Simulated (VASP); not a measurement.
# Br (Cmce) in VASP: single point with PBE

Aim: the single point of Br with PBE.

Program: VASP 6.6.1. These are calculated values, not measurements. Logs are shortened: lines on timing, memory, paths and dates and some standing lists are left out, and cuts for length are marked.

## Step 1: The cell of the first run

Symmetry: Cmce, No. 64, orthorhombic system. The conventional cell has a = 7.797 Å, b = 4.309 Å, c = 8.687 Å, α = 90.00°, β = 90.00°, γ = 90.00°. Br (site symmetry m) has 3 Br at 2.39 to 3.15 Å within 3.2 Å.

## Step 2: Single point, PBE

INCAR

```
SYSTEM = Br
PREC = Accurate ; ENCUT = 520
EDIFF = 1E-6 ; ISMEAR = 0
SIGMA = 0.05 ; LREAL = .False.
LASPH = .True. ; NELM = 80
ALGO = Normal ; ISIF = 2
LWAVE = .False. ; LCHARG = .True.
GGA = PE ; LELF = .True.
LVHAR = .True. ; NBANDS = 22
```

KPOINTS

```
regular mesh
0
Gamma
  6 6 2
  0 0 0
```

POSCAR

```
Br
1.0
    3.8984327567     -2.1546279581      0.0000000000
    3.8984327567      2.1546279581      0.0000000000
    0.0000000000      0.0000000000      8.6870960616
Br
4
Direct
    0.8584711114      0.1415288886      0.1180466777
    0.1415288886      0.8584711114      0.8819533223
    0.3584711114      0.6415288886      0.3819533223
    0.6415288886      0.3584711114      0.6180466777
```

Potentials or basis: VASP PAW PBE potentials, release 64 (Br).

Launch:

```
$ cat potpaw_PBE.64/Br/POTCAR > POTCAR
$ mpirun -np 1 vasp_std > vasp.out
```

OUTCAR:

```text
SYSTEM = Br
   PREC = Accurate
   ENCUT = 520
   EDIFF = 1E-6
   ISMEAR = 0
   LREAL = .False.
   LASPH = .True.
   NELM = 80
   ISIF = 2
   GGA = PE

 ion  position               nearest neighbor table
   1  0.858  0.142  0.118-   2 2.39
   2  0.142  0.858  0.882-   1 2.39
   3  0.358  0.642  0.382-   4 2.39
   4  0.642  0.358  0.618-   3 2.39

  LATTYP: Found a base centered orthorhombic cell.
 ALAT       =     4.3092559162
 B/A-ratio  =     1.8093298855
 C/A-ratio  =     2.0159155619

  Lattice vectors:

 A1 = (  -3.8984327567,  -2.1546279581,   0.0000000000)
 A2 = (   3.8984327567,  -2.1546279581,   0.0000000000)
 A3 = (   0.0000000000,   0.0000000000,   8.6870960616)

Analysis of symmetry for initial positions (statically):
=====================================================================
 Subroutine PRICEL returns:
 Original cell was already a primitive cell.

 Routine SETGRP: Setting up the symmetry group for a
 base centered orthorhombic supercell.

 Subroutine GETGRP returns: Found  8 space group operations
 (whereof  4 operations were pure point group operations)
 out of a pool of  8 trial point group operations.

The static configuration has the point symmetry C_2h.
 The point group associated with its full space group is D_2h.

Analysis of symmetry for dynamics (positions and initial velocities):
=====================================================================
 Subroutine PRICEL returns:
 Original cell was already a primitive cell.

 Routine SETGRP: Setting up the symmetry group for a
 base centered orthorhombic supercell.

 Subroutine GETGRP returns: Found  8 space group operations
 (whereof  4 operations were pure point group operations)
 out of a pool of  8 trial point group operations.

The dynamic configuration has the point symmetry C_2h.
 The point group associated with its full space group is D_2h.

 Subroutine INISYM returns: Found  8 space group operations
 (whereof  4 operations are pure point group operations),
 and found     1 'primitive' translations

----------------------------------------------------------------------------------------

                                     Primitive cell

  volume of cell :     145.9375

  direct lattice vectors                    reciprocal lattice vectors
     3.898432757 -2.154627958  0.000000000     0.128256669 -0.232058624  0.000000000
[... 84 lines left out ...]
   ISPIN  =      1    spin polarized calculation?
   LNONCOLLINEAR =      F non collinear calculations
   LSORBIT =      F    spin-orbit coupling
   LASPH  =      T    aspherical Exc in radial PAW
   ENCUT  =  520.0 eV  38.22 Ry    6.18 a.u.   8.28  8.28 16.15*2*pi/ulx,y,z
   NELM   =     80;   NELMIN=  2; NELMDL= -5     # of ELM steps
   EDIFF  = 0.1E-05   stopping-criterion for ELM
   LREAL  =      F    real-space projection
   EDIFFG = 0.1E-04   stopping-criterion for IOM
   NSW    =      0    number of steps for IOM
   IBRION =     -1    ionic relax: 0-MD 1-quasi-New 2-CG
   NFREE  =      0    steps in history (QN), initial steepest desc. (CG)
   ISIF   =      2    stress and relaxation
   ISYM   =      2    0-nonsym 1-usesym 2-fastsym
   POTIM  = 0.5000    time-step for ionic-motion
   TEBEG  =    0.0;   TEEND  =   0.0 temperature during run
   PSTRESS=    0.0 pullay stress
   NELECT =      28.0000    total number of electrons
   NUPDOWN=      -1.0000    fix difference up-down
   EMIN   =  10.00;   EMAX   =-10.00  energy-range for DOS
   EFERMI =   0.00;   METHOD = LEGACY
   ISMEAR =     0;   SIGMA  =   0.05  broadening in eV -4-tet -1-fermi 0-gaus
   EFERMI_NEDOS =   21; number of points for ismear=-14 and -15
   IALGO  =     38    algorithm
   IMIX   =      4    mixing-type and parameters
     AMIX     =   0.40;   BMIX     =  1.00
     AMIX_MAG =   1.60;   BMIX_MAG =  1.00
  volume/ion in A,a.u.               =      36.48       246.21
  Fermi-wavevector in a.u.,A,eV,Ry     =   0.944217  1.784312 12.130218  0.891546
  Thomas-Fermi vector in A             =   2.072000
   LORBIT       =      0    0 simple, 1 ext, 2 COOP (PROOUT), +10 PAW based schemes
   GGA     = PE    functional components
   LHFCALC =     F    Hartree Fock is set to
   AEXX    =    0.0000 exact exchange contribution
   IVDW    =     0    specifies the selected vdW correction
   LEPSILON=     F    determine dielectric tensor
   LRPA    =     F    only Hartree local field effects (RPA)
 non-spin polarized calculation
 Gauss-broadening in eV      SIGMA  =   0.05
  energy-cutoff  :      520.00
  volume of cell :      145.94
 maximum number of plane-waves:      3960
 NGX is ok and might be reduce to    36
   NGX = 17   NGY = 17   NGZ = 33

 number of electron      28.0000003 magnetization

 Free energy of the ion-electron system (eV)
  ---------------------------------------------------
  ext. energy  EPLUGINS =         0.00000000
  ---------------------------------------------------
  free energy    TOTEN  =        -6.55348668 eV

  energy without entropy =       -6.55348668  energy(sigma->0) =       -6.55348668

 E-fermi :  -0.5031     XC(G=0):  -7.5039

 val. band max:       -0.7403026730   @ k =   0.0000   0.0000   0.0000
 cond. band min:       0.6566462094   @ k =   0.0000   0.0000   0.0000
 fundamental gap:      1.3969488824
 Fermi energy:        -0.5031482809

 k-point     1 :       0.0000    0.0000    0.0000
  band No.  band energies     occupation
      1     -16.4056      2.00000
      2     -15.8750      2.00000
      3     -14.2274      2.00000
      4     -13.2517      2.00000
      5      -5.6212      2.00000
      6      -4.3774      2.00000
[... 589 lines left out ...]
     21       8.6134      0.00000
     22       8.6134      0.00000

 [... further k-points ...]
[... 5 lines left out ...]
  --------------------------------------------------------------------------------------
  -------------------------------------------------------------------------------------
  Total        0.2540430      0.0360681      0.0852444      0.0000000      0.0000000      0.0000000
  in kB        2.7890150      0.3959744      0.9358569      0.0000000      0.0000000      0.0000000
  external PRESSURE =       1.3736154 kB  Pullay stress =       0.0000000 kB

 VOLUME and BASIS-vectors are now :
 -----------------------------------------------------------------------------
  energy-cutoff  :      520.00
  volume of cell :      145.94
      direct lattice vectors                 reciprocal lattice vectors
     3.898432757 -2.154627958  0.000000000     0.128256669 -0.232058624  0.000000000
     3.898432757  2.154627958  0.000000000     0.128256669  0.232058624  0.000000000
     0.000000000  0.000000000  8.687096062     0.000000000  0.000000000  0.115113266

 POSITION                                       TOTAL-FORCE (eV/Angst)
 -----------------------------------------------------------------------------------
      3.89843     -1.54474      1.02548         0.000000      0.008005      0.015281
      3.89843      1.54474      7.66161         0.000000     -0.008005     -0.015281
      3.89843      0.60988      3.31807         0.000000      0.008005     -0.015281
      3.89843     -0.60988      5.36903         0.000000     -0.008005      0.015281
 -----------------------------------------------------------------------------------
    total drift:                                0.000000      0.000000      0.000000

  FREE ENERGIE OF THE ION-ELECTRON SYSTEM (eV)
  ---------------------------------------------------
  free  energy   TOTEN  =        -6.5534866784 eV

  energy  without entropy=       -6.5534866784  energy(sigma->0) =       -6.55348668
```

stdout:

```text
POSCAR found type information on POSCAR Br
 POSCAR found :  1 types and       4 ions
 scaLAPACK will be used
 LDA part: xc-table for (Slater+PW92), standard interpolation
 POSCAR, INCAR and KPOINTS ok, starting setup
 FFT: planning ... GRIDC
 FFT: planning ... GRID_SOFT
 FFT: planning ... GRID
 WAVECAR not read
 entering main loop
```

Run time: 54 s. Hardware: 1 thread of AMD EPYC 9R45 (Zen 5), shared host; peak memory 0.26 GiB.

Results:

```yaml
Free_energy: -6.5535 eV
Pressure: 0.1 GPa
Largest_force: 0.017 eV/Å
Band_gap_on_the_k_mesh: 1.40 eV, direct
```

Forces in eV/Å, atoms in the order of the input:
```
Br   0.000  0.008  0.015
Br   0.000 -0.008 -0.015
Br   0.000  0.008 -0.015
Br   0.000 -0.008  0.015
```

Levels at points of the mesh, in eV from the valence-band top:
```
           k point  band 10  band 11  band 12  band 13  band 14  band 15  band 16  band 17  band 18  band 19
(0.00, 0.00, 0.00)    -1.66    -1.28    -0.56    -0.43     0.00     1.40     2.24     5.56     6.59     7.16
(0.50, 0.00, 0.00)    -2.07    -1.19    -1.19    -0.58    -0.58     2.37     2.37     6.96     6.96     8.80
(0.50, 0.50, 0.00)    -1.94    -1.47    -1.35    -0.47    -0.10     1.41     2.16     7.14     7.80     8.36
(0.00, 0.00, 0.50)    -1.79    -1.02    -1.02    -0.24    -0.24     1.67     1.67     6.20     6.20     8.00
(0.50, 0.00, 0.50)    -2.13    -0.65    -0.65    -0.09    -0.09     1.85     1.85     7.26     7.26     8.30
(0.50, 0.50, 0.50)    -1.91    -1.07    -1.07    -0.67    -0.67     1.67     1.67     8.12     8.12     8.87
```
